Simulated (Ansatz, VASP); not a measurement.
## Two plane-wave programs on BaO

```xyz
2
Lattice="0.0000 2.7176 2.7176 2.7176 0.0000 2.7176 2.7176 2.7176 0.0000" Properties=species:S:1:pos:R:3 pbc="T T T"
Ba    0.0000    0.0000    0.0000
O     2.7176    2.7176    2.7176
```

Change from the starting cell: strained cell.

Alike in both runs: functional PBEsol; k mesh 8 × 8 × 8; occupations gaussian, width 0.02 eV; no spin polarisation.

Ansatz relaxed the structure, and its values are those at the end. VASP's run is a single point on that final structure, the one shown.

|  | VASP | Ansatz |
| --- | --- | --- |
| version | VASP 6.6.1 | Ansatz 0.2.0 |
| potentials or method | VASP PAW PBE potentials, release 64 (Ba_sv, O), cutoff 600 eV | scalar-relativistic, plane waves, PAW |
| valence electrons in the cell | 16 | 16 |

|  | VASP | Ansatz | Ansatz less VASP |
| --- | --- | --- | --- |
| gap on the k mesh at the Fermi level (eV) | 1.65 | 1.72 | +0.076 |
| least direct gap on the mesh (eV) | 1.65 | 1.72 | +0.076 |
| pressure (GPa) | 4.6 | 2.5 | -2.10 |

VASP's potentials were made for PBE, not for PBEsol, and Ansatz warns of the same on its side. Ansatz's warnings: stress scf threshold loose.

Spin-orbit coupling is off throughout.
